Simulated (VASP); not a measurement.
Crystal: Cu.

```xyz
1
Lattice="-1.4428 1.4428 1.3761 1.4428 -1.4428 1.3761 1.4428 1.4428 -1.3761" Properties=species:S:1:pos:R:3 pbc="T T T"
Cu    0.0000    0.0000    0.0000
```

| Property | Result |
| --- | --- |
| Program | VASP 6.6.1 |
| Task | relaxation of cell and atoms |
| Functional | revPBE |
| Potentials or basis | VASP PAW PBE potentials, release 64 (Cu_sv_GW) |
| Cutoff | 820 eV |
| k mesh | 13 × 13 × 13 |
| Occupations | fermi-dirac, width 0.05 eV |
| Spin | no spin polarisation |

At the start: pressure 9.4 GPa; volume 11.46 Å³/atom.

Problem. Where does the relaxation end?

Solution. Over 9 steps the energy falls by 18.4 meV/atom and the volume is 12.12 Å³/atom (+5.7 %); space group I4/mmm (No. 139, to 0.1 Å) before and after.

The path:
```
step  energy change (eV)  largest force (eV/Å)  pressure (GPa)  volume (Å³)
   1              0.0000                0.0000            9.37        11.46
   2             -0.0097                0.0000           -5.29        12.61
   3             -0.0183                0.0000            0.07        12.12
   4             -0.0183                0.0000           -0.04        12.13
   5             -0.0183                0.0000           -0.13        12.13
   6             -0.0184                0.0000           -0.14        12.13
   7             -0.0184                0.0000           -0.15        12.13
   8             -0.0184                0.0000           -0.21        12.13
   9             -0.0184                0.0000           -0.06        12.12
```

Final structure:
```cif
data_structure
_symmetry_space_group_name_H-M 'P 1'
_symmetry_Int_Tables_number 1
_cell_length_a 2.5077
_cell_length_b 2.5077
_cell_length_c 2.5077
_cell_angle_alpha 107.998
_cell_angle_beta 107.998
_cell_angle_gamma 112.459
_cell_volume 12.12
loop_
_atom_site_label
_atom_site_type_symbol
_atom_site_fract_x
_atom_site_fract_y
_atom_site_fract_z
_atom_site_occupancy
Cu1 Cu 0.00000 0.00000 0.00000 1
```

Caveat: the PAW data sets were made with another functional, which shifts forces and pressure a little.
